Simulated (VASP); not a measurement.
# Ir3Rh (Pm-3m) in VASP: single point with LDA

Aim: the single point of Ir3Rh with LDA.

Program: VASP 6.6.1. These are calculated values, not measurements. Logs are shortened: lines on timing, memory, paths and dates and some standing lists are left out, and cuts for length are marked.

### 1 The cell of the first run

The structure is cubic, space group Pm-3m (No. 221). Conventional cell: a = 3.840 Å, b = 3.840 Å, c = 3.840 Å, α = 90.00°, β = 90.00°, γ = 90.00°. Within 3.6 Å of Ir (site symmetry 4/mmm) lie 8 Ir at 2.72 Å and 4 Rh at 2.72 Å. Within 3.6 Å of Rh (site symmetry m-3m) lie 12 Ir at 2.72 Å.

### 2 Single point, LDA

INCAR reads:

```
PREC = Accurate ; ENCUT = 620
EDIFF = 1E-6 ; ISMEAR = 0
SIGMA = 0.05 ; LREAL = False
LASPH = True ; NELM = 120
ALGO = Normal ; ISIF = 2
LWAVE = False ; LCHARG = False
GGA = CA ; NBANDS = 42
GGA_COMPAT = False
```

KPOINTS reads:

```
regular mesh
0
Gamma
  10 10 10
```

POSCAR reads:

```
Ir3Rh
1.0
    3.8403358500      0.0000000000      0.0000000000
    0.0000000000      3.8403358500      0.0000000000
    0.0000000000      0.0000000000      3.8403358500
Ir Rh
3 1
Direct
    0.5000000000      0.0000000000      0.5000000000
    0.0000000000      0.5000000000      0.5000000000
    0.5000000000      0.5000000000      0.0000000000
    0.0000000000      0.0000000000      0.0000000000
```

Potentials or basis: VASP PAW LDA potentials, release 64 (Ir_sv_GW, Rh_sv_GW).

On the command line:

```console
$ cat potpaw_LDA.64/Ir_sv_GW/POTCAR potpaw_LDA.64/Rh_sv_GW/POTCAR > POTCAR
$ mpirun -np 1 vasp_std > vasp.out
```

OUTCAR:

```text
PREC = Accurate
   ENCUT = 620
   EDIFF = 1E-6
   ISMEAR = 0
   LREAL = False
   LASPH = True
   NELM = 120
   ISIF = 2
   GGA = CA

 ion  position               nearest neighbor table
   1  0.500  0.000  0.500-   2 2.72   3 2.72   4 2.72   3 2.72   4 2.72   2 2.72   3 2.72   3 2.72
                             2 2.72   4 2.72   4 2.72   2 2.72
   2  0.000  0.500  0.500-   1 2.72   3 2.72   4 2.72   3 2.72   4 2.72   1 2.72   4 2.72   4 2.72
                             1 2.72   3 2.72   3 2.72   1 2.72
   3  0.500  0.500  0.000-   1 2.72   2 2.72   4 2.72   1 2.72   2 2.72   1 2.72   4 2.72   1 2.72
                             2 2.72   4 2.72   2 2.72   4 2.72
   4  0.000  0.000  0.000-   1 2.72   2 2.72   3 2.72   1 2.72   2 2.72   2 2.72   3 2.72   2 2.72
                             1 2.72   3 2.72   1 2.72   3 2.72

  LATTYP: Found a simple cubic cell.
 ALAT       =     3.8403358500

  Lattice vectors:

 A1 = (   3.8403358500,   0.0000000000,   0.0000000000)
 A2 = (   0.0000000000,   3.8403358500,   0.0000000000)
 A3 = (   0.0000000000,   0.0000000000,   3.8403358500)

Analysis of symmetry for initial positions (statically):
=====================================================================
 Subroutine PRICEL returns:
 Original cell was already a primitive cell.

 Routine SETGRP: Setting up the symmetry group for a
 simple cubic supercell.

 Subroutine GETGRP returns: Found 48 space group operations
 (whereof 48 operations were pure point group operations)
 out of a pool of 48 trial point group operations.

The static configuration has the point symmetry O_h .

Analysis of symmetry for dynamics (positions and initial velocities):
=====================================================================
 Subroutine PRICEL returns:
 Original cell was already a primitive cell.

 Routine SETGRP: Setting up the symmetry group for a
 simple cubic supercell.

 Subroutine GETGRP returns: Found 48 space group operations
 (whereof 48 operations were pure point group operations)
 out of a pool of 48 trial point group operations.

The dynamic configuration has the point symmetry O_h .

 Subroutine INISYM returns: Found 48 space group operations
 (whereof 48 operations are pure point group operations),
 and found     1 'primitive' translations

----------------------------------------------------------------------------------------

                                     Primitive cell

  volume of cell :      56.6380

  direct lattice vectors                    reciprocal lattice vectors
     3.840335850  0.000000000  0.000000000     0.260393892  0.000000000  0.000000000
     0.000000000  3.840335850  0.000000000     0.000000000  0.260393892  0.000000000
     0.000000000  0.000000000  3.840335850     0.000000000  0.000000000  0.260393892

  length of vectors
     3.840335850  3.840335850  3.840335850     0.260393892  0.260393892  0.260393892

  position of ions in fractional coordinates (direct lattice)
     0.500000000  0.000000000  0.500000000
     0.000000000  0.500000000  0.500000000
     0.500000000  0.500000000  0.000000000
     0.000000000  0.000000000  0.000000000

  ion indices of the primitive-cell ions
   primitive index   ion index
                 1           1
                 2           2
                 3           3
                 4           4

----------------------------------------------------------------------------------------

 KPOINTS: regular mesh

Automatic generation of k-mesh.
 Grid dimensions read from file:
 generate k-points for:   10   10   10

 Generating k-lattice:

  Cartesian coordinates                     Fractional coordinates (reciprocal lattice)
     0.026039389  0.000000000  0.000000000     0.100000000  0.000000000  0.000000000
     0.000000000  0.026039389  0.000000000     0.000000000  0.100000000  0.000000000
     0.000000000  0.000000000  0.026039389     0.000000000  0.000000000  0.100000000

  Length of vectors
     0.026039389  0.026039389  0.026039389

  Shift w.r.t. Gamma in fractional coordinates (k-lattice)
     0.000000000  0.000000000  0.000000000

 Subroutine IBZKPT returns following result:
 ===========================================

 Found     56 irreducible k-points:

 Following reciprocal coordinates:
            Coordinates               Weight
  0.000000  0.000000  0.000000      1.000000
  0.100000  0.000000  0.000000      6.000000
  0.200000  0.000000  0.000000      6.000000
  0.300000  0.000000  0.000000      6.000000
  0.400000  0.000000  0.000000      6.000000
  0.500000  0.000000  0.000000      3.000000
[... 16 lines left out ...]
  0.200000  0.100000  0.100000     24.000000
  0.300000  0.100000  0.100000     24.000000
 [... further k-points ...]
   k-points           NKPTS =     56   k-points in BZ     NKDIM =     56   number of bands    NBANDS=     42
   number of dos      NEDOS =    301   number of ions     NIONS =      4
   total plane-waves  NPLWV =  32768
   dimension x,y,z NGX =    32 NGY =   32 NGZ =   32
   dimension x,y,z NGXF=    64 NGYF=   64 NGZF=   64
   ions per type =               3   1
   NGX,Y,Z   is equivalent  to a cutoff of  13.85, 13.85, 13.85 a.u.
   NGXF,Y,Z  is equivalent  to a cutoff of  27.71, 27.71, 27.71 a.u.
 SYSTEM =  unknown system
   PREC   = accura    normal or accurate (medium, high low for compatibility)
   ISTART =      0    job   : 0-new  1-cont  2-samecut
   ICHARG =      2    charge: 1-file 2-atom 10-const
   ISPIN  =      1    spin polarized calculation?
   LNONCOLLINEAR =      F non collinear calculations
   LSORBIT =      F    spin-orbit coupling
   LASPH  =      T    aspherical Exc in radial PAW
   ENCUT  =  620.0 eV  45.57 Ry    6.75 a.u.   7.80  7.80  7.80*2*pi/ulx,y,z
   NELM   =    120;   NELMIN=  2; NELMDL= -5     # of ELM steps
   EDIFF  = 0.1E-05   stopping-criterion for ELM
   LREAL  =      F    real-space projection
   EDIFFG = 0.1E-04   stopping-criterion for IOM
   NSW    =      0    number of steps for IOM
   IBRION =     -1    ionic relax: 0-MD 1-quasi-New 2-CG
   NFREE  =      0    steps in history (QN), initial steepest desc. (CG)
   ISIF   =      2    stress and relaxation
   ISYM   =      2    0-nonsym 1-usesym 2-fastsym
   POTIM  = 0.5000    time-step for ionic-motion
   TEBEG  =    0.0;   TEEND  =   0.0 temperature during run
   PSTRESS=    0.0 pullay stress
   NELECT =      68.0000    total number of electrons
   NUPDOWN=      -1.0000    fix difference up-down
   EMIN   =  10.00;   EMAX   =-10.00  energy-range for DOS
   EFERMI =   0.00;   METHOD = LEGACY
   ISMEAR =     0;   SIGMA  =   0.05  broadening in eV -4-tet -1-fermi 0-gaus
   EFERMI_NEDOS =   21; number of points for ismear=-14 and -15
   IALGO  =     38    algorithm
   IMIX   =      4    mixing-type and parameters
     AMIX     =   0.40;   BMIX     =  1.00
     AMIX_MAG =   1.60;   BMIX_MAG =  1.00
  volume/ion in A,a.u.               =      14.16        95.55
  Fermi-wavevector in a.u.,A,eV,Ry     =   1.739971  3.288068 41.191610  3.027498
  Thomas-Fermi vector in A             =   2.812709
   LORBIT       =      0    0 simple, 1 ext, 2 COOP (PROOUT), +10 PAW based schemes
   GGA     = CA    functional components
   LHFCALC =     F    Hartree Fock is set to
   AEXX    =    0.0000 exact exchange contribution
   IVDW    =     0    specifies the selected vdW correction
   LEPSILON=     F    determine dielectric tensor
   LRPA    =     F    only Hartree local field effects (RPA)
 non-spin polarized calculation
 Gauss-broadening in eV      SIGMA  =   0.05
  energy-cutoff  :      620.00
  volume of cell :       56.64
 maximum number of plane-waves:      2008
 NGX is ok and might be reduce to    32
   NGX = 15   NGY = 15   NGZ = 15

 number of electron      68.0000011 magnetization

 Free energy of the ion-electron system (eV)
  ---------------------------------------------------
  ext. energy  EPLUGINS =         0.00000000
  ---------------------------------------------------
  free energy    TOTEN  =       -40.55010692 eV

  energy without entropy =      -40.54551407  energy(sigma->0) =      -40.54781049

 E-fermi :  11.9405     XC(G=0): -14.6486

 val. band max:       11.9224349089   @ k =   0.5000   0.0000   0.0000
 cond. band min:      11.9521075652   @ k =   0.2000   0.0000   0.0000
 fundamental gap:      0.0296726563
 Fermi energy:        11.9404720380

 k-point     1 :       0.0000    0.0000    0.0000
  band No.  band energies     occupation
      1     -80.4184      2.00000
      2     -80.3502      2.00000
      3     -80.3502      2.00000
      4     -66.6944      2.00000
      5     -37.7201      2.00000
      6     -37.7201      2.00000
[... 34 lines left out ...]
     41      22.3296      0.00000
     42      22.4413      0.00000

 k-point     2 :       0.1000    0.0000    0.0000
  band No.  band energies     occupation
      1     -80.4171      2.00000
      2     -80.3521      2.00000
      3     -80.3506      2.00000
      4     -66.6944      2.00000
      5     -37.7123      2.00000
      6     -37.7123      2.00000
[... 34 lines left out ...]
     41      21.9382      0.00000
     42      22.3881      0.00000

 k-point     3 :       0.2000    0.0000    0.0000
  band No.  band energies     occupation
      1     -80.4126      2.00000
      2     -80.3564      2.00000
      3     -80.3507      2.00000
      4     -66.6945      2.00000
      5     -37.6900      2.00000
      6     -37.6900      2.00000
[... 34 lines left out ...]
     41      21.2956      0.00000
     42      21.9388      0.00000

 k-point     4 :       0.3000    0.0000    0.0000
  band No.  band energies     occupation
      1     -80.4061      2.00000
      2     -80.3625      2.00000
      3     -80.3509      2.00000
      4     -66.6945      2.00000
      5     -37.6581      2.00000
      6     -37.6581      2.00000
[... 844 lines left out ...]
     41      21.9888      0.00000
     42      22.0504      0.00000

 k-point    23 :       0.2000    0.1000    0.1000
  band No.  band energies     occupation
      1     -80.4099      2.00000
      2     -80.3569      2.00000
      3     -80.3529      2.00000
      4     -66.6945      2.00000
      5     -37.7140      2.00000
      6     -37.6574      2.00000
[... 34 lines left out ...]
     41      21.1104      0.00000
     42      21.5763      0.00000

 k-point    24 :       0.3000    0.1000    0.1000
  band No.  band energies     occupation
      1     -80.4038      2.00000
      2     -80.3629      2.00000
      3     -80.3530      2.00000
      4     -66.6945      2.00000
      5     -37.6910      2.00000
      6     -37.6262      2.00000
[... 34 lines left out ...]
     41      20.4822      0.00000
     42      20.9253      0.00000

 [... further k-points ...]

------------------------ aborting loop because EDIFF is reached ----------------------------------------

  FORCE on cell =-STRESS in cart. coord.  units (eV):
  Direction    XX          YY          ZZ          XY          YZ          ZX
  --------------------------------------------------------------------------------------
  -------------------------------------------------------------------------------------
  Total       -4.1418032     -4.1418032     -4.1418032     -0.0000000     -0.0000000     -0.0000000
  in kB     -117.1635234   -117.1635234   -117.1635234     -0.0000000     -0.0000000     -0.0000000
  external PRESSURE =    -117.1635234 kB  Pullay stress =       0.0000000 kB

 VOLUME and BASIS-vectors are now :
 -----------------------------------------------------------------------------
  energy-cutoff  :      620.00
  volume of cell :       56.64
      direct lattice vectors                 reciprocal lattice vectors
     3.840335850  0.000000000  0.000000000     0.260393892  0.000000000  0.000000000
     0.000000000  3.840335850  0.000000000     0.000000000  0.260393892  0.000000000
     0.000000000  0.000000000  3.840335850     0.000000000  0.000000000  0.260393892

 POSITION                                       TOTAL-FORCE (eV/Angst)
 -----------------------------------------------------------------------------------
      1.92017      0.00000      1.92017         0.000000      0.000000      0.000000
      0.00000      1.92017      1.92017         0.000000      0.000000      0.000000
      1.92017      1.92017      0.00000         0.000000      0.000000      0.000000
      0.00000      0.00000      0.00000         0.000000      0.000000      0.000000
 -----------------------------------------------------------------------------------
    total drift:                                0.000000     -0.000000     -0.000000

  FREE ENERGIE OF THE ION-ELECTRON SYSTEM (eV)
  ---------------------------------------------------
  free  energy   TOTEN  =       -40.5501069160 eV

  energy  without entropy=      -40.5455140734  energy(sigma->0) =      -40.54781049
```

Run time: 77 s. Hardware: 1 thread of Intel Xeon Platinum 8488C (Sapphire Rapids), shared host; peak memory 0.29 GiB.

Results:

| Item | Value |
| --- | --- |
| Free energy | -40.5501 eV |
| Pressure | -11.7 GPa |
| Band gap on the k mesh | zero (bands 34 and 35 overlap by 2.30 eV) |

Levels at points of the mesh, in eV from the Fermi level:
```tsv
k point	band 32	band 33	band 34	band 35	band 36	band 37
(0.00, 0.00, 0.00)	1.07	1.07	1.11	1.67	1.67	1.67
(0.50, 0.00, 0.00)	-1.63	-1.60	-1.52	-0.38	-0.02	1.07
(0.50, 0.50, 0.00)	-2.18	-1.39	-1.39	-1.19	-1.08	2.30
(0.50, 0.50, 0.50)	-0.23	0.65	0.65	0.65	0.73	0.73
```

Caveat: the cell stands under tension; spin-orbit coupling is left out, which moves the levels of the heavy elements.

The gap in the log of VASP goes by the Fermi energy; the results here count the filled bands.